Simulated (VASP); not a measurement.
# PbO2 (P4_2/mnm) in VASP: single point with PBEsol

Aim: the single point of PbO2 with PBEsol.

All numbers are computed with VASP 6.6.1; they aren't measurements. Logs are shortened: lines on timing, memory, paths and dates and some standing lists are left out, and cuts for length are marked.

### 1 The cell of the first run

It takes space group P4_2/mnm (No. 136, tetragonal). The conventional cell has a = 4.995 Å, b = 4.995 Å, c = 3.409 Å, α = 90.00°, β = 90.00°, γ = 90.00°. Within 2.9 Å of Pb (site symmetry mmm) lie 6 O at 2.17 to 2.18 Å. O (site symmetry m2m) has 3 Pb at 2.17 to 2.18 Å and 1 O at 2.72 Å within 2.9 Å.

### 2 Single point, PBEsol

POSCAR

```
PbO2
1.0
    4.9949598700      0.0000000000      0.0000000000
    0.0000000000      4.9949598700      0.0000000000
    0.0000000000      0.0000000000      3.4090009600
Pb O
2 4
Direct
    0.5000000000      0.5000000000      0.5000000000
    0.0000000000      0.0000000000      0.0000000000
    0.6925710400      0.6925710400      0.0000000000
    0.8074289600      0.1925710400      0.5000000000
    0.1925710400      0.8074289600      0.5000000000
    0.3074289600      0.3074289600      0.0000000000
```

INCAR.step1

```
SYSTEM = PbO2
PREC     = Accurate       ! precision mode
ENCUT    = 520            ! plane-wave cutoff, eV
EDIFF    = 1E-6           ! SCF threshold, eV
ISMEAR   = -1             ! smearing method
SIGMA    = 0.05           ! smearing width, eV
LREAL    = .False.        ! projectors in reciprocal space
LASPH    = .True.         ! aspherical terms in the spheres
NELM     = 100            ! most SCF steps
ALGO     = Normal         ! electronic algorithm
ISIF     = 2              ! what is computed and relaxed
LWAVE    = .False.        ! write WAVECAR
LCHARG   = .True.         ! write CHGCAR
GGA      = PS             ! functional
NBANDS   = 35             ! bands
```

KPOINTS.step1

```
Automatic mesh
0
Gamma
  6 6 8
  0 0 0
```

INCAR.step2

```
SYSTEM = PbO2
PREC     = Accurate       ! precision mode
ENCUT    = 520            ! plane-wave cutoff, eV
EDIFF    = 1E-6           ! SCF threshold, eV
ISMEAR   = -5             ! smearing method
SIGMA    = 0.05           ! smearing width, eV
LREAL    = .False.        ! projectors in reciprocal space
LASPH    = .True.         ! aspherical terms in the spheres
NELM     = 100            ! most SCF steps
ALGO     = Normal         ! electronic algorithm
ISIF     = 2              ! what is computed and relaxed
LWAVE    = .False.        ! write WAVECAR
LCHARG   = .False.        ! write CHGCAR
GGA      = PS             ! functional
LORBIT   = 11             ! projections on sites
NBANDS   = 35             ! bands
NEDOS    = 2001           ! points of the DOS
ICHARG   = 11             ! starting density
```

KPOINTS.step2

```
Automatic mesh
0
Gamma
  9 9 12
  0 0 0
```

Potentials or basis: VASP PAW PBE potentials, release 64 (Pb_d, O).

The run is started by

```sh
cat potpaw_PBE.64/Pb_d/POTCAR potpaw_PBE.64/O/POTCAR > POTCAR
cp INCAR.step1 INCAR
cp KPOINTS.step1 KPOINTS
mpirun -np 1 vasp_std > vasp.out
cp INCAR.step2 INCAR
cp KPOINTS.step2 KPOINTS
mpirun -np 1 vasp_std > vasp.out
```

OUTCAR:

```text
SYSTEM = PbO2
   PREC = Accurate
   ENCUT = 520
   EDIFF = 1E-6
   ISMEAR = -5
   LREAL = .False.
   LASPH = .True.
   NELM = 100
   ISIF = 2
   GGA = PS
   LORBIT = 11
   ICHARG = 11

 ion  position               nearest neighbor table
   1  0.500  0.500  0.500-   4 2.17   5 2.17   3 2.18   6 2.18   3 2.18   6 2.18   2 3.92   2 3.92
                             2 3.92   2 3.92   2 3.92   2 3.92   2 3.92   2 3.92
   2  0.000  0.000  0.000-   3 2.17   6 2.17   5 2.18   4 2.18   4 2.18   5 2.18   1 3.92   1 3.92
                             1 3.92   1 3.92   1 3.92   1 3.92   1 3.92   1 3.92
   3  0.693  0.693  0.000-   2 2.17   1 2.18   1 2.18
   4  0.807  0.193  0.500-   1 2.17   2 2.18   2 2.18
   5  0.193  0.807  0.500-   1 2.17   2 2.18   2 2.18
   6  0.307  0.307  0.000-   2 2.17   1 2.18   1 2.18

  LATTYP: Found a simple tetragonal cell.
 ALAT       =     4.9949598700
 C/A-ratio  =     0.6824881578

  Lattice vectors:

 A1 = (   4.9949598700,   0.0000000000,   0.0000000000)
 A2 = (   0.0000000000,   4.9949598700,   0.0000000000)
 A3 = (   0.0000000000,   0.0000000000,   3.4090009600)

Analysis of symmetry for initial positions (statically):
=====================================================================
 Subroutine PRICEL returns:
 Original cell was already a primitive cell.

 Routine SETGRP: Setting up the symmetry group for a
 simple tetragonal supercell.

 Subroutine GETGRP returns: Found 16 space group operations
 (whereof  8 operations were pure point group operations)
 out of a pool of 16 trial point group operations.

The static configuration has the point symmetry D_2h.
 The point group associated with its full space group is D_4h.

Analysis of symmetry for dynamics (positions and initial velocities):
=====================================================================
 Subroutine PRICEL returns:
 Original cell was already a primitive cell.

 Routine SETGRP: Setting up the symmetry group for a
 simple tetragonal supercell.

 Subroutine GETGRP returns: Found 16 space group operations
 (whereof  8 operations were pure point group operations)
 out of a pool of 16 trial point group operations.

The dynamic configuration has the point symmetry D_2h.
 The point group associated with its full space group is D_4h.

 Subroutine INISYM returns: Found 16 space group operations
 (whereof  8 operations are pure point group operations),
 and found     1 'primitive' translations

----------------------------------------------------------------------------------------

                                     Primitive cell

  volume of cell :      85.0533

  direct lattice vectors                    reciprocal lattice vectors
     4.994959870  0.000000000  0.000000000     0.200201809  0.000000000  0.000000000
     0.000000000  4.994959870  0.000000000     0.000000000  0.200201809  0.000000000
     0.000000000  0.000000000  3.409000960     0.000000000  0.000000000  0.293341073

  length of vectors
     4.994959870  4.994959870  3.409000960     0.200201809  0.200201809  0.293341073

  position of ions in fractional coordinates (direct lattice)
     0.500000000  0.500000000  0.500000000
     0.000000000  0.000000000  0.000000000
     0.692571040  0.692571040  0.000000000
     0.807428960  0.192571040  0.500000000
     0.192571040  0.807428960  0.500000000
     0.307428960  0.307428960  0.000000000

  ion indices of the primitive-cell ions
   primitive index   ion index
                 1           1
                 2           2
                 3           3
                 4           4
                 5           5
                 6           6

----------------------------------------------------------------------------------------

 KPOINTS: Automatic mesh

Automatic generation of k-mesh.
 Grid dimensions read from file:
 generate k-points for:    9    9   12

 Generating k-lattice:

  Cartesian coordinates                     Fractional coordinates (reciprocal lattice)
     0.022244645  0.000000000  0.000000000     0.111111111  0.000000000  0.000000000
     0.000000000  0.022244645  0.000000000     0.000000000  0.111111111  0.000000000
     0.000000000  0.000000000  0.024445089     0.000000000  0.000000000  0.083333333

  Length of vectors
     0.022244645  0.022244645  0.024445089

  Shift w.r.t. Gamma in fractional coordinates (k-lattice)
     0.000000000  0.000000000  0.000000000

 TETIRR: Found   1446 inequivalent tetrahedra from     5832

 Subroutine IBZKPT returns following result:
 ===========================================

 Found    105 irreducible k-points:

 Following reciprocal coordinates:
            Coordinates               Weight
  0.000000  0.000000  0.000000      1.000000
  0.111111  0.000000  0.000000      4.000000
  0.222222  0.000000  0.000000      4.000000
  0.333333  0.000000  0.000000      4.000000
  0.444444  0.000000  0.000000      4.000000
  0.111111  0.111111  0.000000      4.000000
[... 16 lines left out ...]
  0.333333  0.111111  0.083333     16.000000
  0.444444  0.111111  0.083333     16.000000
 [... further k-points ...]
   k-points           NKPTS =    105   k-points in BZ     NKDIM =    105   number of bands    NBANDS=     35
   number of dos      NEDOS =   2001   number of ions     NIONS =      6
   total plane-waves  NPLWV =  44800
   dimension x,y,z NGX =    40 NGY =   40 NGZ =   28
   dimension x,y,z NGXF=    80 NGYF=   80 NGZF=   56
   ions per type =               2   4
   NGX,Y,Z   is equivalent  to a cutoff of  13.31, 13.31, 13.65 a.u.
   NGXF,Y,Z  is equivalent  to a cutoff of  26.63, 26.63, 27.31 a.u.
 SYSTEM =  PbO2
   PREC   = accura    normal or accurate (medium, high low for compatibility)
   ISTART =      0    job   : 0-new  1-cont  2-samecut
   ICHARG =     11    charge: 1-file 2-atom 10-const
   ISPIN  =      1    spin polarized calculation?
   LNONCOLLINEAR =      F non collinear calculations
   LSORBIT =      F    spin-orbit coupling
   LASPH  =      T    aspherical Exc in radial PAW
   ENCUT  =  520.0 eV  38.22 Ry    6.18 a.u.   9.29  9.29  6.34*2*pi/ulx,y,z
   NELM   =    100;   NELMIN=  2; NELMDL=  0     # of ELM steps
   EDIFF  = 0.1E-05   stopping-criterion for ELM
   LREAL  =      F    real-space projection
   EDIFFG = 0.1E-04   stopping-criterion for IOM
   NSW    =      0    number of steps for IOM
   IBRION =     -1    ionic relax: 0-MD 1-quasi-New 2-CG
   NFREE  =      0    steps in history (QN), initial steepest desc. (CG)
   ISIF   =      2    stress and relaxation
   ISYM   =      2    0-nonsym 1-usesym 2-fastsym
   POTIM  = 0.5000    time-step for ionic-motion
   TEBEG  =    0.0;   TEEND  =   0.0 temperature during run
   PSTRESS=    0.0 pullay stress
   NELECT =      52.0000    total number of electrons
   NUPDOWN=      -1.0000    fix difference up-down
   EMIN   =  10.00;   EMAX   =-10.00  energy-range for DOS
   EFERMI =   0.00;   METHOD = LEGACY
   ISMEAR =    -5;   SIGMA  =   0.05  broadening in eV -4-tet -1-fermi 0-gaus
   EFERMI_NEDOS =   21; number of points for ismear=-14 and -15
   IALGO  =     38    algorithm
   IMIX   =      4    mixing-type and parameters
     AMIX     =   0.40;   BMIX     =  1.00
     AMIX_MAG =   1.60;   BMIX_MAG =  1.00
  volume/ion in A,a.u.               =      14.18        95.66
  Fermi-wavevector in a.u.,A,eV,Ry     =   1.389458  2.625696 26.267337  1.930595
  Thomas-Fermi vector in A             =   2.513487
   LORBIT       =     11    0 simple, 1 ext, 2 COOP (PROOUT), +10 PAW based schemes
   GGA     = PS    functional components
   LHFCALC =     F    Hartree Fock is set to
   AEXX    =    0.0000 exact exchange contribution
   IVDW    =     0    specifies the selected vdW correction
   LEPSILON=     F    determine dielectric tensor
   LRPA    =     F    only Hartree local field effects (RPA)
 non-spin polarized calculation
 Fermi weights with tetrahedron method with Bloechl corrections
  energy-cutoff  :      520.00
  volume of cell :       85.05
 maximum number of plane-waves:      2310
 NGX is ok and might be reduce to    40

 number of electron      52.0000009 magnetization

 Free energy of the ion-electron system (eV)
  ---------------------------------------------------
  ext. energy  EPLUGINS =         0.00000000
  ---------------------------------------------------
  free energy    TOTEN  =       -34.06656354 eV

  energy without entropy =      -34.06656354  energy(sigma->0) =      -34.06656354

 E-fermi :   4.0473     XC(G=0): -10.8769

 val. band max:        4.0446567860   @ k =   0.1111   0.1111   0.0000
 cond. band min:       4.0544533562   @ k =   0.1111   0.1111   0.0000
 fundamental gap:      0.0097965702
 Fermi energy:         4.0473301030

 k-point     1 :       0.0000    0.0000    0.0000
  band No.  band energies     occupation
      1     -14.1575      2.00000
      2     -14.0418      2.00000
      3     -12.3658      2.00000
      4     -12.3658      2.00000
      5     -11.4465      2.00000
      6     -11.2306      2.00000
[... 27 lines left out ...]
     34      14.9647      0.00000
     35      15.7265      0.00000

 k-point     2 :       0.1111    0.0000    0.0000
  band No.  band energies     occupation
      1     -14.1249      2.00000
      2     -14.0214      2.00000
      3     -12.5002      2.00000
      4     -12.4393      2.00000
      5     -11.2975      2.00000
      6     -11.2135      2.00000
[... 27 lines left out ...]
     34      15.1183      0.00000
     35      15.7289      0.00000
[... 796 lines left out ...]
     34      15.7671      0.00000
     35      15.8170      0.00000

 k-point    24 :       0.4444    0.1111    0.0833
  band No.  band energies     occupation
      1     -13.8261      2.00000
      2     -13.7260      2.00000
      3     -13.1812      2.00000
      4     -13.0152      2.00000
      5     -11.1866      2.00000
      6     -11.1731      2.00000
[... 27 lines left out ...]
     34      15.7403      0.00000
     35      16.0176      0.00000

 [... further k-points ...]

------------------------ aborting loop because EDIFF is reached ----------------------------------------

  FORCE on cell =-STRESS in cart. coord.  units (eV):
  Direction    XX          YY          ZZ          XY          YZ          ZX
  --------------------------------------------------------------------------------------
  -------------------------------------------------------------------------------------
  Total        0.2642232      0.2642232      0.3615842      0.0000000      0.0000000      0.0000000
  in kB        4.9772603      4.9772603      6.8112830      0.0000000      0.0000000      0.0000000
  external PRESSURE =       5.5886012 kB  Pullay stress =       0.0000000 kB

 VOLUME and BASIS-vectors are now :
 -----------------------------------------------------------------------------
  energy-cutoff  :      520.00
  volume of cell :       85.05
      direct lattice vectors                 reciprocal lattice vectors
     4.994959870  0.000000000  0.000000000     0.200201809  0.000000000  0.000000000
     0.000000000  4.994959870  0.000000000     0.000000000  0.200201809  0.000000000
     0.000000000  0.000000000  3.409000960     0.000000000  0.000000000  0.293341073

 POSITION                                       TOTAL-FORCE (eV/Angst)
 -----------------------------------------------------------------------------------
      2.49748      2.49748      1.70450         0.000000      0.000000     -0.000000
      0.00000      0.00000      0.00000         0.000000      0.000000     -0.000000
      3.45936      3.45936      0.00000        -0.003476     -0.003476      0.000000
      4.03308      0.96188      1.70450         0.003476     -0.003476      0.000000
      0.96188      4.03308      1.70450        -0.003476      0.003476     -0.000000
      1.53560      1.53560      0.00000         0.003476      0.003476     -0.000000
 -----------------------------------------------------------------------------------
    total drift:                                0.000000     -0.000000      0.000000

  FREE ENERGIE OF THE ION-ELECTRON SYSTEM (eV)
  ---------------------------------------------------
  free  energy   TOTEN  =       -34.0665635429 eV

  energy  without entropy=      -34.0665635429  energy(sigma->0) =      -34.06656354

 total charge

# of ion       s       p       d       tot
------------------------------------------
    1        1.037   0.786  10.031  11.854
    2        1.037   0.786  10.031  11.854
    3        1.575   3.370   0.000   4.945
    4        1.575   3.370   0.000   4.945
    5        1.575   3.370   0.000   4.945
    6        1.575   3.370   0.000   4.945
--------------------------------------------------
tot          8.374  15.053  20.062  43.488
```

Wall time 2.3 min (1 thread of Intel Xeon 6975P-C (Granite Rapids), shared host); peak memory 0.36 GiB.

Results:

| Property | Result |
| --- | --- |
| Valence electrons inside the program's atomic spheres | Pb 11.85; O 4.95 |

Levels at points of the mesh, in eV from the valence-band top:
| k point | band 24 | band 25 | band 26 | band 27 | band 28 | band 29 |
| --- | --- | --- | --- | --- | --- | --- |
| (0.00, 0.00, 0.00) | -0.60 | -0.58 | -0.58 | 0.10 | 4.19 | 5.75 |
| (0.00, 0.00, 0.50) | -1.11 | -0.77 | -0.77 | 3.70 | 3.70 | 8.75 |

Caveat: the PAW data sets were made with another functional, which shifts forces and pressure a little; spin-orbit coupling is left out, which moves the levels of the heavy elements.
